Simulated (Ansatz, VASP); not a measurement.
## Two plane-wave programs on PtS2

File INCAR:

```
SYSTEM = PtS2
  PREC = Accurate
  ENCUT = 600
  EDIFF = 1E-7
  ISMEAR = 0
  SIGMA = 0.02
  LREAL = .FALSE.
  LASPH = .TRUE.
  NELM = 100
  ALGO = Normal
  ISIF = 3
  LWAVE = .FALSE.
  LCHARG = .FALSE.
  GGA = PE
  IBRION = 2
  NSW = 100
  EDIFFG = -0.005
```

File KPOINTS:

```
Automatic mesh
0
G
  9 9 4
  0 0 0
```

The input POSCAR:

```
PtS2
1.0
    3.5765911006      0.0000000000      0.0000000000
   -1.7882955503      3.0974187520      0.0000000000
    0.0000000000      0.0000000000      6.4966356506
Pt S
1 2
Direct
    0.0000000000      0.0000000000      0.0000000000
    0.3333333333      0.6666666667      0.1889525212
    0.6666666667      0.3333333333      0.8110474788
```

Input for Ansatz:

```yaml
crystal:
  lattice:
    - [3.5765911006, 0.0, 0.0]
    - [-1.7882955503, 3.097418752, 0.0]
    - [0.0, 0.0, 6.4966356506]
  atoms:
    - { symbol: Pt, position: [0.0, 0.0, 0.0] }
    - { symbol: S, position: [0.3333333333, 0.6666666667, 0.1889525212] }
    - { symbol: S, position: [0.6666666667, 0.3333333333, 0.8110474788] }
basis:
  ecutwfc: 420
kpoints:
  mp_grid: { grid: [9, 9, 4] }
hamiltonian:
  xc: pbe
  pseudopotentials: { kind: paw }
scf:
  occupations: { method: gaussian, width: 0.02 }
output:
  forces: true
  stress: true
  eigenvalues: true
  write_density: true
  write_potential: true
  elf: true
  volumetric_format: npy
relax:
  adjacent_minimum: "off"
  f_tol: 0.005
  max_steps: 80
  cell: { stress_tol: 0.05 }
```

Alike in both runs: task relaxation of cell and atoms; functional PBE; k mesh 9 × 9 × 4; occupations gaussian, width 0.02 eV; no spin polarisation.

|  | VASP | Ansatz |
| --- | --- | --- |
| version | VASP 6.6.1 | Ansatz 0.2.0 |
| potentials or method | VASP PAW PBE potentials, release 64 (Pt, S), cutoff 600 eV | scalar-relativistic, plane waves, PAW |
| valence electrons in the cell | 22 | 30 |

Ansatz gave:

| Item | Value |
| --- | --- |
| gap on the k mesh at the Fermi level, each at its own relaxed structure (eV) | 1.57 |
| relaxed volume (Å³/atom) | 23.99 |
| relaxed length of the cell vector where the two differ most in proportion (Å) | 3.577 |

Q: What did VASP give for the same quantities?

A: gap on the k mesh at the Fermi level, each at its own relaxed structure (eV): 1.58; relaxed volume (Å³/atom): 23.93; relaxed length of the cell vector where the two differ most in proportion (Å): 3.573.

VASP's potentials hold 22 valence electrons a cell and Ansatz's 30, so a difference there can come from the potentials and not from the codes.

Spin-orbit coupling is off throughout.
